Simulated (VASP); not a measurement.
# FeO (R-3m) in VASP: notebook

The runs below take FeO through single point, with PBEsol, PBE.

Everything below comes from runs of VASP 6.6.1. Logs are shortened: lines on timing, memory, paths and dates and some standing lists are left out, and cuts for length are marked.

## (1) The cell of the first run

The structure is trigonal, space group R-3m (No. 166). Conventional cell: a = 3.038 Å, b = 3.038 Å, c = 7.559 Å, α = 90.00°, β = 90.00°, γ = 120.00°. Fe (site symmetry -3m) has 6 O at 2.16 Å within 2.9 Å. Within 2.9 Å of O (site symmetry -3m) lie 6 Fe at 2.16 Å.

## (2) Single point, PBEsol, collinear spin, ferromagnetic start

Input file INCAR:

```
PREC = Accurate
ENCUT = 600
EDIFF = 1E-6
ISMEAR = -1
SIGMA = 0.05
LREAL = F
LASPH = T
NELM = 200
ALGO = Normal
ISIF = 2
LWAVE = F
LCHARG = F
ISPIN = 2
MAGMOM = 4.5 0
LORBIT = 11
LMAXMIX = 4
GGA = PS
NBANDS = 22
GGA_COMPAT = F
```

Input file KPOINTS:

```
Automatic mesh
0
Gamma
  11 11 11
```

Input file POSCAR:

```
FeO
1.0
    1.5188209023      0.8768916568      2.5195772846
   -1.5188209023      0.8768916568      2.5195772846
    0.0000000000     -1.7537833136      2.5195772846
Fe O
1 1
Direct
    0.0000000000      0.0000000000      0.0000000000
    0.5000000000      0.5000000000      0.5000000000
```

Potentials or basis: VASP PAW PBE potentials, release 64 (Fe_sv, O).

On the command line:

```
$ cat potpaw_PBE.64/Fe_sv/POTCAR potpaw_PBE.64/O/POTCAR > POTCAR
$ mpirun -np 1 vasp_std > vasp.out
```

OUTCAR:

```text
PREC = Accurate
   ENCUT = 600
   EDIFF = 1E-6
   ISMEAR = -1
   LREAL = F
   LASPH = T
   NELM = 200
   ISIF = 2
   ISPIN = 2
   LORBIT = 11
   GGA = PS

 ion  position               nearest neighbor table
   1  0.000  0.000  0.000-   2 2.16   2 2.16   2 2.16   2 2.16   2 2.16   2 2.16
   2  0.500  0.500  0.500-   1 2.16   1 2.16   1 2.16   1 2.16   1 2.16   1 2.16

  LATTYP: Found a trigonal (rhomboedric) cell.
 ALAT       =     3.0698575869
 COS(alpha) =     0.5104391626

  Lattice vectors:

 A1 = (   1.5188209023,   0.8768916568,   2.5195772846)
 A2 = (  -1.5188209023,   0.8768916568,   2.5195772846)
 A3 = (   0.0000000000,  -1.7537833136,   2.5195772846)

Analysis of symmetry for initial positions (statically):
=====================================================================
 Subroutine PRICEL returns:
 Original cell was already a primitive cell.

 Routine SETGRP: Setting up the symmetry group for a
 trigonal (rhombohedral) supercell.

 Subroutine GETGRP returns: Found 12 space group operations
 (whereof 12 operations were pure point group operations)
 out of a pool of 12 trial point group operations.

The static configuration has the point symmetry D_3d.

Analysis of symmetry for dynamics (positions and initial velocities):
=====================================================================
 Subroutine PRICEL returns:
 Original cell was already a primitive cell.

 Routine SETGRP: Setting up the symmetry group for a
 trigonal (rhombohedral) supercell.

 Subroutine GETGRP returns: Found 12 space group operations
 (whereof 12 operations were pure point group operations)
 out of a pool of 12 trial point group operations.

The dynamic configuration has the point symmetry D_3d.

Analysis of structural, dynamic, and magnetic symmetry:
=====================================================================
 Subroutine PRICEL returns:
 Original cell was already a primitive cell.

 Routine SETGRP: Setting up the symmetry group for a
 trigonal (rhombohedral) supercell.

 Subroutine GETGRP returns: Found 12 space group operations
 (whereof 12 operations were pure point group operations)
 out of a pool of 12 trial point group operations.

The overall configuration has the point symmetry D_3d.

 Subroutine INISYM returns: Found 12 space group operations
 (whereof 12 operations are pure point group operations),
 and found     1 'primitive' translations

----------------------------------------------------------------------------------------

                                     Primitive cell

  volume of cell :      20.1341

  direct lattice vectors                    reciprocal lattice vectors
     1.518820902  0.876891657  2.519577285     0.329202738  0.190065290  0.132297324
    -1.518820902  0.876891657  2.519577285    -0.329202738  0.190065290  0.132297324
     0.000000000 -1.753783314  2.519577285     0.000000000 -0.380130579  0.132297324

  length of vectors
     3.069857587  3.069857587  3.069857587     0.402494521  0.402494521  0.402494521

  position of ions in fractional coordinates (direct lattice)
     0.000000000  0.000000000  0.000000000
     0.500000000  0.500000000  0.500000000

  ion indices of the primitive-cell ions
   primitive index   ion index
                 1           1
                 2           2

----------------------------------------------------------------------------------------

 KPOINTS: Automatic mesh

Automatic generation of k-mesh.
 Grid dimensions read from file:
 generate k-points for:   11   11   11

 Generating k-lattice:

  Cartesian coordinates                     Fractional coordinates (reciprocal lattice)
     0.029927522  0.017278663  0.012027029     0.090909091 -0.000000000  0.000000000
    -0.029927522  0.017278663  0.012027029    -0.000000000  0.090909091  0.000000000
     0.000000000 -0.034557325  0.012027029     0.000000000  0.000000000  0.090909091

  Length of vectors
     0.036590411  0.036590411  0.036590411

  Shift w.r.t. Gamma in fractional coordinates (k-lattice)
     0.000000000  0.000000000  0.000000000

 Subroutine IBZKPT returns following result:
 ===========================================

 Found    146 irreducible k-points:

 Following reciprocal coordinates:
            Coordinates               Weight
  0.000000  0.000000  0.000000      1.000000
  0.090909  0.000000 -0.000000      6.000000
  0.181818  0.000000 -0.000000      6.000000
  0.272727  0.000000  0.000000      6.000000
  0.363636  0.000000  0.000000      6.000000
  0.454545  0.000000 -0.000000      6.000000
[... 16 lines left out ...]
 -0.272727  0.181818  0.000000     12.000000
 -0.181818  0.181818  0.000000      6.000000
 [... further k-points ...]
   k-points           NKPTS =    146   k-points in BZ     NKDIM =    146   number of bands    NBANDS=     22
   number of dos      NEDOS =    301   number of ions     NIONS =      2
   total plane-waves  NPLWV =  21952
   dimension x,y,z NGX =    28 NGY =   28 NGZ =   28
   dimension x,y,z NGXF=    56 NGYF=   56 NGZF=   56
   ions per type =               1   1
   NGX,Y,Z   is equivalent  to a cutoff of  15.16, 15.16, 15.16 a.u.
   NGXF,Y,Z  is equivalent  to a cutoff of  30.33, 30.33, 30.33 a.u.
 SYSTEM =  unknown system
   PREC   = accura    normal or accurate (medium, high low for compatibility)
   ISTART =      0    job   : 0-new  1-cont  2-samecut
   ICHARG =      2    charge: 1-file 2-atom 10-const
   ISPIN  =      2    spin polarized calculation?
   LNONCOLLINEAR =      F non collinear calculations
   LSORBIT =      F    spin-orbit coupling
   LASPH  =      T    aspherical Exc in radial PAW
   ENCUT  =  600.0 eV  44.10 Ry    6.64 a.u.   6.13  6.13  6.13*2*pi/ulx,y,z
   NELM   =    200;   NELMIN=  2; NELMDL= -5     # of ELM steps
   EDIFF  = 0.1E-05   stopping-criterion for ELM
   LREAL  =      F    real-space projection
   EDIFFG = 0.1E-04   stopping-criterion for IOM
   NSW    =      0    number of steps for IOM
   IBRION =     -1    ionic relax: 0-MD 1-quasi-New 2-CG
   NFREE  =      0    steps in history (QN), initial steepest desc. (CG)
   ISIF   =      2    stress and relaxation
   ISYM   =      2    0-nonsym 1-usesym 2-fastsym
   POTIM  = 0.5000    time-step for ionic-motion
   TEBEG  =    0.0;   TEEND  =   0.0 temperature during run
   PSTRESS=    0.0 pullay stress
   NELECT =      22.0000    total number of electrons
   NUPDOWN=      -1.0000    fix difference up-down
   EMIN   =  10.00;   EMAX   =-10.00  energy-range for DOS
   EFERMI =   0.00;   METHOD = LEGACY
   ISMEAR =    -1;   SIGMA  =   0.05  broadening in eV -4-tet -1-fermi 0-gaus
   EFERMI_NEDOS =   21; number of points for ismear=-14 and -15
   IALGO  =     38    algorithm
   IMIX   =      4    mixing-type and parameters
     AMIX     =   0.40;   BMIX     =  1.00
     AMIX_MAG =   1.60;   BMIX_MAG =  1.00
  volume/ion in A,a.u.               =      10.07        67.94
  Fermi-wavevector in a.u.,A,eV,Ry     =   1.686185  3.186428 38.684359  2.843220
  Thomas-Fermi vector in A             =   2.768895
   LORBIT       =     11    0 simple, 1 ext, 2 COOP (PROOUT), +10 PAW based schemes
   GGA     = PS    functional components
   LHFCALC =     F    Hartree Fock is set to
   AEXX    =    0.0000 exact exchange contribution
   IVDW    =     0    specifies the selected vdW correction
   LEPSILON=     F    determine dielectric tensor
   LRPA    =     F    only Hartree local field effects (RPA)
 spin polarized calculation
  energy-cutoff  :      600.00
  volume of cell :       20.13
 maximum number of plane-waves:       683
 NGX is ok and might be reduce to    28
   NGX = 13   NGY = 13   NGZ = 13

 number of electron      21.9999992 magnetization       4.0009974

 Free energy of the ion-electron system (eV)
  ---------------------------------------------------
  ext. energy  EPLUGINS =         0.00000000
  ---------------------------------------------------
  free energy    TOTEN  =       -15.94106300 eV

  energy without entropy =      -15.92954381  energy(sigma->0) =      -15.93530340

 E-fermi :   9.5939     XC(G=0): -12.7503

 val. band max:        9.5906007195   @ k =  -0.4545   0.1818  -0.0000
 cond. band min:       9.5958211864   @ k =   0.2727   0.0909   0.0909
 fundamental gap:      0.0052204669
 Fermi energy:         9.5939431844

 spin component 1

 k-point     1 :       0.0000    0.0000    0.0000
  band No.  band energies     occupation
      1     -80.0194      1.00000
      2     -46.1797      1.00000
      3     -46.1653      1.00000
      4     -46.1653      1.00000
      5     -11.1109      1.00000
      6       5.6377      1.00000
[... 14 lines left out ...]
     21      30.0354      0.00000
     22      32.9914      0.00000
[... 552 lines left out ...]
  band No.  band energies     occupation
      1     -80.0157      1.00000
      2     -46.1952      1.00000
      3     -46.1867      1.00000
      4     -46.1741      1.00000
      5     -10.3894      1.00000
      6       2.2482      1.00000
[... 14 lines left out ...]
     21      35.8235      0.00000
     22      37.5033      0.00000

 [... further k-points ...]

 spin component 2

 k-point     1 :       0.0000    0.0000    0.0000
  band No.  band energies     occupation
      1     -75.9065      1.00000
      2     -42.1466      1.00000
      3     -42.1460      1.00000
      4     -42.1460      1.00000
      5     -10.5603      1.00000
      6       6.2189      1.00000
[... 14 lines left out ...]
     21      31.5725      0.00000
     22      34.1547      0.00000
[... 552 lines left out ...]
  band No.  band energies     occupation
      1     -75.9021      1.00000
      2     -42.1835      1.00000
      3     -42.1616      1.00000
      4     -42.1502      1.00000
      5      -9.8251      1.00000
      6       3.1339      1.00000
[... 14 lines left out ...]
     21      36.6880      0.00000
     22      38.2736      0.00000

 [... further k-points ...]

------------------------ aborting loop because EDIFF is reached ----------------------------------------

  FORCE on cell =-STRESS in cart. coord.  units (eV):
  Direction    XX          YY          ZZ          XY          YZ          ZX
  --------------------------------------------------------------------------------------
  -------------------------------------------------------------------------------------
  Total       -1.4237697     -1.4237697     -1.5488971      0.0000000     -0.0000000      0.0000000
  in kB     -113.2971237   -113.2971237   -123.2541930      0.0000000     -0.0000000      0.0000000
  external PRESSURE =    -116.6161468 kB  Pullay stress =       0.0000000 kB

 VOLUME and BASIS-vectors are now :
 -----------------------------------------------------------------------------
  energy-cutoff  :      600.00
  volume of cell :       20.13
      direct lattice vectors                 reciprocal lattice vectors
     1.518820902  0.876891657  2.519577285     0.329202738  0.190065290  0.132297324
    -1.518820902  0.876891657  2.519577285    -0.329202738  0.190065290  0.132297324
     0.000000000 -1.753783314  2.519577285     0.000000000 -0.380130579  0.132297324

 POSITION                                       TOTAL-FORCE (eV/Angst)
 -----------------------------------------------------------------------------------
      0.00000      0.00000      0.00000        -0.000000     -0.000000     -0.000000
      0.00000      0.00000      3.77937         0.000000      0.000000      0.000000
 -----------------------------------------------------------------------------------
    total drift:                                0.000000      0.000000      0.000000

  FREE ENERGIE OF THE ION-ELECTRON SYSTEM (eV)
  ---------------------------------------------------
  free  energy   TOTEN  =       -15.9410629971 eV

  energy  without entropy=      -15.9295438051  energy(sigma->0) =      -15.93530340

 total charge

# of ion       s       p       d       tot
------------------------------------------
    1        2.104   5.996   5.504  13.603
    2        1.547   3.414   0.000   4.961
--------------------------------------------------
tot          3.651   9.410   5.504  18.564

 magnetization (x)

# of ion       s       p       d       tot
------------------------------------------
    1        0.015   0.010   3.442   3.467
    2        0.030   0.268   0.000   0.298
--------------------------------------------------
tot          0.045   0.277   3.442   3.765
```

Run time: 1.8 min. Hardware: 1 thread of Intel Xeon 6975P-C (Granite Rapids), shared host; peak memory 0.25 GiB.

What came out:

```
Free energy                                           : -15.9411 eV
Pressure                                              : -11.7 GPa
Band gap on the k mesh                                : zero (filled and empty bands overlap)
Net moment                                            : 4.00 μB per cell
Site moments                                          : Fe +3.47; O +0.30 μB
Valence electrons inside the program's atomic spheres : Fe 13.60; O 4.96
```

Caveat: the cell stands under tension; the PAW data sets were made with another functional, which shifts forces and pressure a little; a cell with one magnetic atom can't hold antiferromagnetic order, which such compounds often take; semilocal functionals often make such compounds metallic where correlation or magnetic order opens a gap, which also shifts bond lengths.

(Part 1 of 2 ends here.)
